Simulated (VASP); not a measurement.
# BN (Cm) in VASP: a series of runs, part 2 of 2

VASP 6.6.1. Earlier steps stand in the parts before.

### 3 Single point, PBE+D3(BJ) (atom 1 (B) moved by -0.384 Å along [1 2 0] and -0.192 Å along [0 0 1])

File INCAR:

```
SYSTEM = BN
ALGO = Normal
EDIFF = 1E-6
ENCUT = 520
GGA = PE
ISIF = 2
ISMEAR = 0
IVDW = 12
LASPH = .True.
LCHARG = .True.
LELF = .True.
LREAL = .False.
LVHAR = .True.
LWAVE = .False.
NBANDS = 16
NELM = 100
PREC = Accurate
SIGMA = 0.05
```

File KPOINTS:

```
k-points
0
Gamma
  12 12 4
  0 0 0
```

File POSCAR:

```
BN
1.0
    2.5061233057      0.0000000000      0.0000000000
   -1.2530616528      2.1703664477      0.0000000000
    0.0000000000      0.0000000000      6.5973571420
B N
2 2
Direct
   -0.0884643237     -0.1769286474      0.4708974373
    0.3333333333      0.6666666667      0.0000000000
    0.0000000000      0.0000000000      0.0000000000
    0.6666666667      0.3333333333      0.5000000000
```

Potentials or basis: VASP PAW PBE potentials, release 64 (B, N).

On the command line:

```
> cat potpaw_PBE.64/B/POTCAR potpaw_PBE.64/N/POTCAR > POTCAR
> mpirun -np 1 vasp_std > vasp.out
```

OUTCAR:

```text
SYSTEM = BN
   EDIFF = 1E-6
   ENCUT = 520
   GGA = PE
   ISIF = 2
   ISMEAR = 0
   IVDW = 12
   LASPH = .True.
   LREAL = .False.
   NELM = 100
   PREC = Accurate
 IVDW          = 12

 ion  position               nearest neighbor table
   1  0.912  0.823  0.471-   4 1.08   4 1.68   4 1.68
   2  0.333  0.667  0.000-   3 1.45   3 1.45   3 1.45
   3  0.000  0.000  0.000-   2 1.45   2 1.45   2 1.45
   4  0.667  0.333  0.500-   1 1.08   1 1.68   1 1.68

  LATTYP: Found a hexagonal cell.
 ALAT       =     2.5061233057
 C/A-ratio  =     2.6324950281

  Lattice vectors:

 A1 = (   2.5061233057,   0.0000000000,   0.0000000000)
 A2 = (  -1.2530616528,   2.1703664477,   0.0000000000)
 A3 = (   0.0000000000,   0.0000000000,   6.5973571420)

Analysis of symmetry for initial positions (statically):
=====================================================================
 Subroutine PRICEL returns:
 Original cell was already a primitive cell.

 Routine SETGRP: Setting up the symmetry group for a
 hexagonal supercell.

 Subroutine GETGRP returns: Found  2 space group operations
 (whereof  2 operations were pure point group operations)
 out of a pool of 24 trial point group operations.

The static configuration has the point symmetry C_1h.

Analysis of symmetry for dynamics (positions and initial velocities):
=====================================================================
 Subroutine PRICEL returns:
 Original cell was already a primitive cell.

 Routine SETGRP: Setting up the symmetry group for a
 hexagonal supercell.

 Subroutine GETGRP returns: Found  2 space group operations
 (whereof  2 operations were pure point group operations)
 out of a pool of 24 trial point group operations.

The dynamic configuration has the point symmetry C_1h.

 Subroutine INISYM returns: Found  2 space group operations
 (whereof  2 operations are pure point group operations),
 and found     1 'primitive' translations

----------------------------------------------------------------------------------------

                                     Primitive cell

  volume of cell :      35.8844

  direct lattice vectors                    reciprocal lattice vectors
     2.506123306  0.000000000  0.000000000     0.399022665  0.230375843  0.000000000
    -1.253061653  2.170366448  0.000000000     0.000000000  0.460751686  0.000000000
     0.000000000  0.000000000  6.597357142     0.000000000  0.000000000  0.151575847

  length of vectors
     2.506123306  2.506123306  6.597357142     0.460751686  0.460751686  0.151575847

  position of ions in fractional coordinates (direct lattice)
     0.911535676  0.823071353  0.470897437
     0.333333333  0.666666667  0.000000000
     0.000000000  0.000000000  0.000000000
     0.666666667  0.333333333  0.500000000

  ion indices of the primitive-cell ions
   primitive index   ion index
                 1           1
                 2           2
                 3           3
                 4           4

----------------------------------------------------------------------------------------

 KPOINTS: k-points

Automatic generation of k-mesh.
 Grid dimensions read from file:
 generate k-points for:   12   12    4

 Generating k-lattice:

  Cartesian coordinates                     Fractional coordinates (reciprocal lattice)
     0.033251889  0.019197987  0.000000000     0.083333333 -0.000000000  0.000000000
     0.000000000  0.038395974  0.000000000     0.000000000  0.083333333  0.000000000
     0.000000000  0.000000000  0.037893962     0.000000000  0.000000000  0.250000000

  Length of vectors
     0.038395974  0.038395974  0.037893962

  Shift w.r.t. Gamma in fractional coordinates (k-lattice)
     0.000000000  0.000000000  0.000000000

 Subroutine IBZKPT returns following result:
 ===========================================

 Found    164 irreducible k-points:

 Following reciprocal coordinates:
            Coordinates               Weight
  0.000000  0.000000  0.000000      1.000000
  0.083333  0.000000  0.000000      4.000000
  0.000000  0.083333  0.000000      2.000000
  0.166667  0.000000  0.000000      4.000000
  0.000000  0.166667  0.000000      2.000000
  0.250000  0.000000  0.000000      4.000000
[... 16 lines left out ...]
 -0.083333  0.416667  0.000000      4.000000
 -0.416667  0.333333  0.000000      4.000000
 [... further k-points ...]
   k-points           NKPTS =    164   k-points in BZ     NKDIM =    164   number of bands    NBANDS=     16
   number of dos      NEDOS =    301   number of ions     NIONS =      4
   total plane-waves  NPLWV =  20000
   dimension x,y,z NGX =    20 NGY =   20 NGZ =   50
   dimension x,y,z NGXF=    40 NGYF=   40 NGZF=  100
   ions per type =               2   2
   NGX,Y,Z   is equivalent  to a cutoff of  13.27, 13.27, 12.60 a.u.
   NGXF,Y,Z  is equivalent  to a cutoff of  26.53, 26.53, 25.20 a.u.
 SYSTEM =  BN
   PREC   = accura    normal or accurate (medium, high low for compatibility)
   ISTART =      0    job   : 0-new  1-cont  2-samecut
   ICHARG =      2    charge: 1-file 2-atom 10-const
   ISPIN  =      1    spin polarized calculation?
   LNONCOLLINEAR =      F non collinear calculations
   LSORBIT =      F    spin-orbit coupling
   LASPH  =      T    aspherical Exc in radial PAW
   ENCUT  =  520.0 eV  38.22 Ry    6.18 a.u.   4.66  4.66 12.27*2*pi/ulx,y,z
   NELM   =    100;   NELMIN=  2; NELMDL= -5     # of ELM steps
   EDIFF  = 0.1E-05   stopping-criterion for ELM
   LREAL  =      F    real-space projection
   EDIFFG = 0.1E-04   stopping-criterion for IOM
   NSW    =      0    number of steps for IOM
   IBRION =     -1    ionic relax: 0-MD 1-quasi-New 2-CG
   NFREE  =      0    steps in history (QN), initial steepest desc. (CG)
   ISIF   =      2    stress and relaxation
   ISYM   =      2    0-nonsym 1-usesym 2-fastsym
   POTIM  = 0.5000    time-step for ionic-motion
   TEBEG  =    0.0;   TEEND  =   0.0 temperature during run
   PSTRESS=    0.0 pullay stress
   NELECT =      16.0000    total number of electrons
   NUPDOWN=      -1.0000    fix difference up-down
   EMIN   =  10.00;   EMAX   =-10.00  energy-range for DOS
   EFERMI =   0.00;   METHOD = LEGACY
   ISMEAR =     0;   SIGMA  =   0.05  broadening in eV -4-tet -1-fermi 0-gaus
   EFERMI_NEDOS =   21; number of points for ismear=-14 and -15
   IALGO  =     38    algorithm
   IMIX   =      4    mixing-type and parameters
     AMIX     =   0.40;   BMIX     =  1.00
     AMIX_MAG =   1.60;   BMIX_MAG =  1.00
  volume/ion in A,a.u.               =       8.97        60.54
  Fermi-wavevector in a.u.,A,eV,Ry     =   1.250680  2.363443 21.282251  1.564201
  Thomas-Fermi vector in A             =   2.384663
   LORBIT       =      0    0 simple, 1 ext, 2 COOP (PROOUT), +10 PAW based schemes
   GGA     = PE    functional components
   LHFCALC =     F    Hartree Fock is set to
   AEXX    =    0.0000 exact exchange contribution
   IVDW    =    12    specifies the selected vdW correction
   LEPSILON=     F    determine dielectric tensor
   LRPA    =     F    only Hartree local field effects (RPA)
 non-spin polarized calculation
 Gauss-broadening in eV      SIGMA  =   0.05
  energy-cutoff  :      520.00
  volume of cell :       35.88
 maximum number of plane-waves:       985
   NGX =  9   NGY =  9   NGZ = 25

 number of electron      15.9999998 magnetization

 Free energy of the ion-electron system (eV)
  ---------------------------------------------------
  ext. energy  EPLUGINS =         0.00000000
  ---------------------------------------------------
  free energy    TOTEN  =       -30.32100794 eV

  energy without entropy =      -30.32100794  energy(sigma->0) =      -30.32100794

 E-fermi :   4.2094     XC(G=0): -10.0681

 val. band max:        3.9653071983   @ k =   0.0000   0.0000   0.2500
 cond. band min:       6.0050052156   @ k =   0.0000   0.5000   0.5000
 fundamental gap:      2.0396980173
 Fermi energy:         4.2093962019

 k-point     1 :       0.0000    0.0000    0.0000
  band No.  band energies     occupation
      1     -15.6750      2.00000
      2     -15.1403      2.00000
      3      -4.1589      2.00000
      4      -1.9846      2.00000
      5      -1.8141      2.00000
      6       0.6891      2.00000
[... 433 lines left out ...]
      3      -5.5871      2.00000
      4      -5.0772      2.00000
      5      -2.1649      2.00000
      6      -0.9454      2.00000
[... 8 lines left out ...]
     15      17.8985      0.00000
     16      18.7268      0.00000

 [... further k-points ...]

------------------------ aborting loop because EDIFF is reached ----------------------------------------

 Edisp (eV)   -0.56936

 E8    (eV) :    -0.1670

  FORCE on cell =-STRESS in cart. coord.  units (eV):
  Direction    XX          YY          ZZ          XY          YZ          ZX
  --------------------------------------------------------------------------------------
  -------------------------------------------------------------------------------------
  Total       0.13657    26.45045     0.22974     0.00000    -6.19819    -0.00000
  in kB       6.09773  1180.96790    10.25761     0.00000  -276.73891    -0.00000
  external pressure =      399.11 kB  Pullay stress =        0.00 kB

 VOLUME and BASIS-vectors are now :
 -----------------------------------------------------------------------------
  energy-cutoff  :      520.00
  volume of cell :       35.88
      direct lattice vectors                 reciprocal lattice vectors
     2.506123306  0.000000000  0.000000000     0.399022665  0.230375843  0.000000000
    -1.253061653  2.170366448  0.000000000     0.000000000  0.460751686  0.000000000
     0.000000000  0.000000000  6.597357142     0.000000000  0.000000000  0.151575847

 POSITION                                       TOTAL-FORCE (eV/Angst)
 -----------------------------------------------------------------------------------
      1.25306      1.78637      3.10668         0.000000     32.347730     -1.924050
     -0.00000      1.44691      0.00000        -0.000000     -0.008859     -0.163085
      0.00000      0.00000      0.00000         0.000000      0.014134      0.135857
      1.25306      0.72346      3.29868        -0.000000    -32.353005      1.951279
 -----------------------------------------------------------------------------------
    total drift:                               -0.000001     -0.000229     -0.000059

  FREE ENERGIE OF THE ION-ELECTRON SYSTEM (eV)
  ---------------------------------------------------
  free  energy   TOTEN  =       -30.8903679121 eV

  energy  without entropy=      -30.8903679121  energy(sigma->0) =      -30.89036791
```

OSZICAR:

```text
N       E                     dE             d eps       ncg     rms          rms(c)
DAV:   1     0.481079885281E+02    0.48108E+02   -0.77622E+03  5248   0.925E+02
DAV:   2    -0.325889755035E+02   -0.80697E+02   -0.73268E+02  7248   0.217E+02
DAV:   3    -0.356646915753E+02   -0.30757E+01   -0.30636E+01  6544   0.410E+01
DAV:   4    -0.356810184629E+02   -0.16327E-01   -0.16325E-01  6600   0.338E+00
DAV:   5    -0.356811452525E+02   -0.12679E-03   -0.12679E-03  6552   0.281E-01    0.136E+01
DAV:   6    -0.308604808717E+02    0.48207E+01   -0.68951E+00  7216   0.217E+01    0.588E+00
DAV:   7    -0.304130322827E+02    0.44745E+00   -0.10335E+00  6976   0.769E+00    0.340E+00
DAV:   8    -0.303203378695E+02    0.92694E-01   -0.21616E-01  7040   0.374E+00    0.630E-01
DAV:   9    -0.303206488587E+02   -0.31099E-03   -0.25888E-02  6856   0.132E+00    0.281E-01
DAV:  10    -0.303208090624E+02   -0.16020E-03   -0.18426E-03  6624   0.363E-01    0.892E-02
DAV:  11    -0.303209745624E+02   -0.16550E-03   -0.26038E-04  7528   0.151E-01    0.451E-02
DAV:  12    -0.303210040008E+02   -0.29438E-04   -0.49020E-05  7480   0.609E-02    0.137E-02
DAV:  13    -0.303210079141E+02   -0.39133E-05   -0.89936E-06  7304   0.227E-02    0.459E-03
DAV:  14    -0.303210079444E+02   -0.30334E-07   -0.53257E-07  5504   0.670E-03
   1 F= -.30890368E+02 E0= -.30890368E+02  d E =-.870057E-14
```

Run time: 68 s. Hardware: 1 thread of Intel Xeon 6975P-C, shared host; peak memory 0.22 GiB.

What came out:

```yaml
Free_energy: -30.8904 eV
Pressure: 39.9 GPa
Largest_force: 32.412 eV/Å
Band_gap_on_the_k_mesh: 2.04 eV, indirect (least direct gap 3.28 eV)
Dispersion_energy_per_atom: -0.142 eV
```

Forces in eV/Å, atoms in the order of the input:
```
B     0.000  32.348  -1.924
B     0.000  -0.009  -0.163
N     0.000   0.014   0.136
N     0.000 -32.353   1.951
```

Caveat: the cell differs from its parent crystal (atom 1 (B) moved by -0.384 Å along [1 2 0] and -0.192 Å along [0 0 1]); forces of over 1 eV/Å act on the atoms, so gaps and moduli don't describe the material at rest.
